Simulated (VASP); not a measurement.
# MnO (Fm-3m) in VASP: notebook

Aim: see how the results for MnO move with the level of theory and the settings. Levels: PBEsol+U, LDA. Tasks: single point, elastic constants.

Program: VASP 6.6.1. These are calculated values, not measurements. Logs are shortened: lines on timing, memory, paths and dates and some standing lists are left out, and cuts for length are marked.

### Step 1. The cell of the first run

The structure is cubic, space group Fm-3m (No. 225). Conventional cell: a = 4.448 Å, b = 4.448 Å, c = 4.448 Å, α = 90.00°, β = 90.00°, γ = 90.00°. Mn (site symmetry m-3m) has 6 O at 2.22 Å within 2.9 Å. Within 2.9 Å of O (site symmetry m-3m) lie 6 Mn at 2.22 Å.

### Step 2. Single point, PBEsol+U, collinear spin, ferromagnetic start

The input, INCAR:

```
SYSTEM = MnO
ALGO = Normal
EDIFF = 1E-6
ENCUT = 700
GGA = PS
GGA_COMPAT = .False.
ISIF = 2
ISMEAR = -1
ISPIN = 2
LASPH = .True.
LCHARG = .False.
LDAU = .True.
LDAUJ = 0 0
LDAUL = 2 -1
LDAUPRINT = 1
LDAUTYPE = 2
LDAUU = 8 0
LMAXMIX = 4
LORBIT = 11
LREAL = .False.
LWAVE = .False.
MAGMOM = 4 0
NBANDS = 22
NELM = 200
PREC = Accurate
SIGMA = 0.05
```

The input, KPOINTS:

```
k-points
0
Gamma
  10 10 10
  0 0 0
```

The input, POSCAR:

```
MnO
1.0
    0.0000000000      2.2239077028      2.2239077028
    2.2239077028      0.0000000000      2.2239077028
    2.2239077028      2.2239077028      0.0000000000
Mn O
1 1
Direct
    0.0000000000      0.0000000000      0.0000000000
    0.5000000000      0.5000000000      0.5000000000
```

Potentials or basis: VASP PAW PBE potentials, release 64 (Mn_sv, O).

The run is started by

```console
$ cat potpaw_PBE.64/Mn_sv/POTCAR potpaw_PBE.64/O/POTCAR > POTCAR
$ mpirun -np 1 vasp_std > vasp.out
```

OUTCAR:

```text
SYSTEM = MnO
   EDIFF = 1E-6
   ENCUT = 700
   GGA = PS
   ISIF = 2
   ISMEAR = -1
   ISPIN = 2
   LASPH = .True.
   LORBIT = 11
   LREAL = .False.
   NELM = 200
   PREC = Accurate

 ion  position               nearest neighbor table
   1  0.000  0.000  0.000-   2 2.22   2 2.22   2 2.22   2 2.22   2 2.22   2 2.22
   2  0.500  0.500  0.500-   1 2.22   1 2.22   1 2.22   1 2.22   1 2.22   1 2.22

  LATTYP: Found a face centered cubic cell.
 ALAT       =     4.4478154056

  Lattice vectors:

 A1 = (   0.0000000000,   2.2239077028,   2.2239077028)
 A2 = (   2.2239077028,   0.0000000000,   2.2239077028)
 A3 = (   2.2239077028,   2.2239077028,   0.0000000000)

Analysis of symmetry for initial positions (statically):
=====================================================================
 Subroutine PRICEL returns:
 Original cell was already a primitive cell.

 Routine SETGRP: Setting up the symmetry group for a
 face centered cubic supercell.

 Subroutine GETGRP returns: Found 48 space group operations
 (whereof 48 operations were pure point group operations)
 out of a pool of 48 trial point group operations.

The static configuration has the point symmetry O_h .

Analysis of symmetry for dynamics (positions and initial velocities):
=====================================================================
 Subroutine PRICEL returns:
 Original cell was already a primitive cell.

 Routine SETGRP: Setting up the symmetry group for a
 face centered cubic supercell.

 Subroutine GETGRP returns: Found 48 space group operations
 (whereof 48 operations were pure point group operations)
 out of a pool of 48 trial point group operations.

The dynamic configuration has the point symmetry O_h .

Analysis of structural, dynamic, and magnetic symmetry:
=====================================================================
 Subroutine PRICEL returns:
 Original cell was already a primitive cell.

 Routine SETGRP: Setting up the symmetry group for a
 face centered cubic supercell.

 Subroutine GETGRP returns: Found 48 space group operations
 (whereof 48 operations were pure point group operations)
 out of a pool of 48 trial point group operations.

The overall configuration has the point symmetry O_h .

 Subroutine INISYM returns: Found 48 space group operations
 (whereof 48 operations are pure point group operations),
 and found     1 'primitive' translations

----------------------------------------------------------------------------------------

                                     Primitive cell

  volume of cell :      21.9979

  direct lattice vectors                    reciprocal lattice vectors
     0.000000000  2.223907703  2.223907703    -0.224829474  0.224829474  0.224829474
     2.223907703  0.000000000  2.223907703     0.224829474 -0.224829474  0.224829474
     2.223907703  2.223907703  0.000000000     0.224829474  0.224829474 -0.224829474

  length of vectors
     3.145080435  3.145080435  3.145080435     0.389416073  0.389416073  0.389416073

  position of ions in fractional coordinates (direct lattice)
     0.000000000  0.000000000  0.000000000
     0.500000000  0.500000000  0.500000000

  ion indices of the primitive-cell ions
   primitive index   ion index
                 1           1
                 2           2

----------------------------------------------------------------------------------------

 KPOINTS: k-points

Automatic generation of k-mesh.
 Grid dimensions read from file:
 generate k-points for:   10   10   10

 Generating k-lattice:

  Cartesian coordinates                     Fractional coordinates (reciprocal lattice)
[... 56 lines left out ...]
   LSORBIT =      F    spin-orbit coupling
   LASPH  =      T    aspherical Exc in radial PAW
   ENCUT  =  700.0 eV  51.45 Ry    7.17 a.u.   6.78  6.78  6.78*2*pi/ulx,y,z
   NELM   =    200;   NELMIN=  2; NELMDL= -5     # of ELM steps
   EDIFF  = 0.1E-05   stopping-criterion for ELM
   LREAL  =      F    real-space projection
   EDIFFG = 0.1E-04   stopping-criterion for IOM
   NSW    =      0    number of steps for IOM
   IBRION =     -1    ionic relax: 0-MD 1-quasi-New 2-CG
   NFREE  =      0    steps in history (QN), initial steepest desc. (CG)
   ISIF   =      2    stress and relaxation
   ISYM   =      2    0-nonsym 1-usesym 2-fastsym
   POTIM  = 0.5000    time-step for ionic-motion
   TEBEG  =    0.0;   TEEND  =   0.0 temperature during run
   PSTRESS=    0.0 pullay stress
   NELECT =      21.0000    total number of electrons
   NUPDOWN=      -1.0000    fix difference up-down
   EMIN   =  10.00;   EMAX   =-10.00  energy-range for DOS
   EFERMI =   0.00;   METHOD = LEGACY
   ISMEAR =    -1;   SIGMA  =   0.05  broadening in eV -4-tet -1-fermi 0-gaus
   EFERMI_NEDOS =   21; number of points for ismear=-14 and -15
   IALGO  =     38    algorithm
   IMIX   =      4    mixing-type and parameters
     AMIX     =   0.40;   BMIX     =  1.00
     AMIX_MAG =   1.60;   BMIX_MAG =  1.00
  volume/ion in A,a.u.               =      11.00        74.22
  Fermi-wavevector in a.u.,A,eV,Ry     =   1.611961  3.046164 35.353623  2.598418
  Thomas-Fermi vector in A             =   2.707267
   LORBIT       =     11    0 simple, 1 ext, 2 COOP (PROOUT), +10 PAW based schemes
 LDA+U is selected, type is set to LDAUTYPE =  2
   angular momentum for each species LDAUL =     2   -1
   U (eV)           for each species LDAUU =   8.0  0.0
   J (eV)           for each species LDAUJ =   0.0  0.0
   GGA     = PS    functional components
   LHFCALC =     F    Hartree Fock is set to
   AEXX    =    0.0000 exact exchange contribution
   IVDW    =     0    specifies the selected vdW correction
   LEPSILON=     F    determine dielectric tensor
   LRPA    =     F    only Hartree local field effects (RPA)
 spin polarized calculation
  energy-cutoff  :      700.00
  volume of cell :       22.00
 maximum number of plane-waves:       941
   NGX = 13   NGY = 13   NGZ = 13

atom =   1  type =  1  l = 2

 onsite density matrix

spin component  1

  0.9427 -0.0000  0.0000  0.0000  0.0000
 -0.0000  0.9427  0.0000 -0.0000  0.0000
  0.0000  0.0000  0.9747  0.0000  0.0000
  0.0000 -0.0000  0.0000  0.9427  0.0000
  0.0000  0.0000  0.0000  0.0000  0.9747

spin component  2

  0.0098  0.0000 -0.0000 -0.0000 -0.0000
  0.0000  0.0098 -0.0000  0.0000  0.0000
 -0.0000 -0.0000  0.0375 -0.0000 -0.0000
 -0.0000  0.0000 -0.0000  0.0098 -0.0000
 -0.0000  0.0000 -0.0000 -0.0000  0.0375

 occupancies and eigenvectors

  o =  0.0098  v =  0.0000  0.0000  0.0000  0.0000  0.0000  0.0151 -0.9997 -0.0000 -0.0213  0.0000      0.0000  0.0000  0.0000  0.0000  0.0000  0.0000  0.0000  0.0000  0.0000  0.0000
  o =  0.0098  v =  0.0000  0.0000  0.0000  0.0000  0.0000  0.0172 -0.0211  0.0000  0.9996  0.0000      0.0000  0.0000  0.0000  0.0000  0.0000  0.0000  0.0000  0.0000  0.0000  0.0000
  o =  0.0098  v =  0.0000  0.0000  0.0000  0.0000  0.0000  0.9997  0.0154  0.0000 -0.0168  0.0000      0.0000  0.0000  0.0000  0.0000  0.0000  0.0000  0.0000  0.0000  0.0000  0.0000
  o =  0.0375  v =  0.0000  0.0000  0.0000  0.0000  0.0000  0.0000  0.0000 -0.9998  0.0000 -0.0177      0.0000  0.0000  0.0000  0.0000  0.0000  0.0000  0.0000  0.0000  0.0000  0.0000
  o =  0.0375  v =  0.0000  0.0000  0.0000  0.0000  0.0000 -0.0000  0.0000 -0.0177 -0.0000  0.9998      0.0000  0.0000  0.0000  0.0000  0.0000  0.0000  0.0000  0.0000  0.0000  0.0000
  o =  0.9427  v =  0.0000  0.8700  0.0000 -0.4931 -0.0000  0.0000  0.0000  0.0000  0.0000  0.0000      0.0000  0.0000  0.0000  0.0000  0.0000  0.0000  0.0000  0.0000  0.0000  0.0000
  o =  0.9427  v =  0.0000 -0.4931  0.0000 -0.8700  0.0000  0.0000  0.0000  0.0000  0.0000  0.0000      0.0000  0.0000  0.0000  0.0000  0.0000  0.0000  0.0000  0.0000  0.0000  0.0000
  o =  0.9427  v =  1.0000  0.0000  0.0000  0.0000  0.0000  0.0000  0.0000  0.0000  0.0000  0.0000      0.0000  0.0000  0.0000  0.0000  0.0000  0.0000  0.0000  0.0000  0.0000  0.0000
  o =  0.9747  v =  0.0000  0.0000 -0.0090  0.0000  1.0000  0.0000  0.0000  0.0000  0.0000  0.0000      0.0000  0.0000  0.0000  0.0000  0.0000  0.0000  0.0000  0.0000  0.0000  0.0000
  o =  0.9747  v =  0.0000  0.0000 -1.0000 -0.0000 -0.0090  0.0000  0.0000  0.0000  0.0000  0.0000      0.0000  0.0000  0.0000  0.0000  0.0000  0.0000  0.0000  0.0000  0.0000  0.0000

 number of electron      21.0000009 magnetization       5.0000168

 Free energy of the ion-electron system (eV)
  ---------------------------------------------------
  ext. energy  EPLUGINS =         0.00000000
  ---------------------------------------------------
  free energy    TOTEN  =       -15.27349799 eV

  energy without entropy =      -15.27349730  energy(sigma->0) =      -15.27349764

 E-fermi :   8.3068     XC(G=0): -12.0537

 val. band max:        7.7855191373   @ k =   0.5000   0.0000   0.0000
 cond. band min:       8.6725619205   @ k =   0.0000   0.0000   0.0000
 fundamental gap:      0.8870427832
 Fermi energy:         8.3068134371

 spin component 1

 k-point     1 :       0.0000    0.0000    0.0000
  band No.  band energies     occupation
      1     -72.2224      1.00000
      2     -41.0870      1.00000
      3     -41.0870      1.00000
      4     -41.0870      1.00000
      5     -10.7306      1.00000
      6       2.7509      1.00000
[... 1193 lines left out ...]
     21      36.7119      0.00000
     22      37.6849      0.00000

 [... further k-points ...]
[... 5 lines left out ...]
  --------------------------------------------------------------------------------------
  -------------------------------------------------------------------------------------
  Total        0.1564820      0.1564820      0.1564820      0.0000000      0.0000000      0.0000000
  in kB       11.3971055     11.3971055     11.3971055      0.0000000      0.0000000      0.0000000
  external PRESSURE =      11.3971055 kB  Pullay stress =       0.0000000 kB

 VOLUME and BASIS-vectors are now :
 -----------------------------------------------------------------------------
  energy-cutoff  :      700.00
  volume of cell :       22.00
      direct lattice vectors                 reciprocal lattice vectors
     0.000000000  2.223907703  2.223907703    -0.224829474  0.224829474  0.224829474
     2.223907703  0.000000000  2.223907703     0.224829474 -0.224829474  0.224829474
     2.223907703  2.223907703  0.000000000     0.224829474  0.224829474 -0.224829474

 POSITION                                       TOTAL-FORCE (eV/Angst)
 -----------------------------------------------------------------------------------
      0.00000      0.00000      0.00000        -0.000000      0.000000     -0.000000
      2.22391      2.22391      2.22391         0.000000     -0.000000      0.000000
 -----------------------------------------------------------------------------------
    total drift:                                0.000000      0.000000      0.000000

  FREE ENERGIE OF THE ION-ELECTRON SYSTEM (eV)
  ---------------------------------------------------
  free  energy   TOTEN  =       -15.2734979882 eV

  energy  without entropy=      -15.2734972993  energy(sigma->0) =      -15.27349764

 total charge

# of ion       s       p       d       tot
------------------------------------------
    1        2.118   6.013   4.853  12.985
    2        1.543   3.452   0.000   4.995
--------------------------------------------------
tot          3.661   9.465   4.853  17.980

 magnetization (x)

# of ion       s       p       d       tot
------------------------------------------
    1        0.022   0.015   4.648   4.685
    2        0.019   0.091   0.000   0.110
--------------------------------------------------
tot          0.041   0.106   4.648   4.795
```

It took 43 s on 1 thread of Intel Xeon Platinum 8488C (Sapphire Rapids), shared host; peak memory 0.2 GiB.

What came out:

```
Free energy                                           : -15.2735 eV
Pressure                                              : 1.1 GPa
Band gap on the k mesh                                : 0.89 eV (least direct gap 2.66 eV)
Net moment                                            : 5.00 μB per cell
Site moments                                          : Mn +4.68; O +0.11 μB
Valence electrons inside the program's atomic spheres : Mn 12.98; O 5.00
```

Eigenvalues of the final occupation matrices:
```
    site  spin  trace               eigenvalues
site 1 d     1   4.78  0.94 0.94 0.94 0.97 0.97
site 1 d     2   0.10  0.01 0.01 0.01 0.04 0.04
```

Caveat: the PAW data sets were made with another functional, which shifts forces and pressure a little; a cell with one magnetic atom can't hold antiferromagnetic order, which such compounds often take. A k mesh can miss the band edges.

### Step 3. Elastic constants, LDA, collinear spin, ferromagnetic start

The input, INCAR:

```
ALGO     = Normal         # electronic algorithm
EDIFF    = 1E-8           # SCF threshold, eV
ENCUT    = 600            # plane-wave cutoff, eV
GGA      = CA             # functional
GGA_COMPAT= False        
IBRION   = 6              # ionic algorithm
ISIF     = 3              # what is computed and relaxed
ISMEAR   = -1             # smearing method
ISPIN    = 2              # spin polarisation
LASPH    = True           # aspherical terms in the spheres
LCHARG   = True           # write CHGCAR
LMAXMIX  = 4              # l up to which the mixer works
LORBIT   = 11             # projections on sites
LREAL    = False          # projectors in reciprocal space
LWAVE    = False          # write WAVECAR
MAGMOM   = 4 0            # initial moments
NBANDS   = 20             # bands
NELM     = 200            # most SCF steps
NFREE    = 2            
NSW      = 1              # ionic steps
POTIM    = 0.015          # step
PREC     = Accurate       # precision mode
SIGMA    = 0.05           # smearing width, eV
```

The input, KPOINTS:

```
k-points
0
Gamma
  7 7 7
```

POSCAR is that of step 2.

Potentials or basis: VASP PAW LDA potentials, release 64 (Mn_pv, O).

The run is started by

```console
$ cat potpaw_LDA.64/Mn_pv/POTCAR potpaw_LDA.64/O/POTCAR > POTCAR
$ mpirun -np 1 vasp_std > vasp.out
```

Wall time 23 min (1 thread of Oxide Virtual Turin-like, shared host); peak memory 0.24 GiB.

It converged, with:

```
Net moment                                              : 4.56 μB per cell
Site moments                                            : Mn +4.14; O +0.18 μB
Valence electrons inside the program's atomic spheres   : Mn 11.38; O 4.92
Elastic constants C11, C12, C44                         : 127, 112, 69 GPa
Voigt bulk modulus                                      : 117 GPa
Highest phonon frequency at Γ, LO-TO splitting left out : 271 cm⁻¹
```

Phonon frequencies in cm⁻¹ (negative: imaginary):
| q point | frequencies |
| --- | --- |
| (0.000, 0.000, 0.000) | 0 0 0 271 271 271 |

Elastic tensor in Voigt notation (GPa, in the Cartesian axes of the cell as first typed):
```
127 112 112   0   0   0
112 127 112   0   0   0
112 112 127   0   0   0
  0   0   0  69   0   0
  0   0   0   0  69   0
  0   0   0   0   0  69
```

Clamped-ion elastic tensor (GPa):
```
127 112 112   0   0   0
112 127 112   0   0   0
112 112 127   0   0   0
  0   0   0  69   0   0
  0   0   0   0  69   0
  0   0   0   0   0  69
```

Caveat: the cell is under stress, which shifts elastic constants; a cell with one magnetic atom can't hold antiferromagnetic order, which such compounds often take.
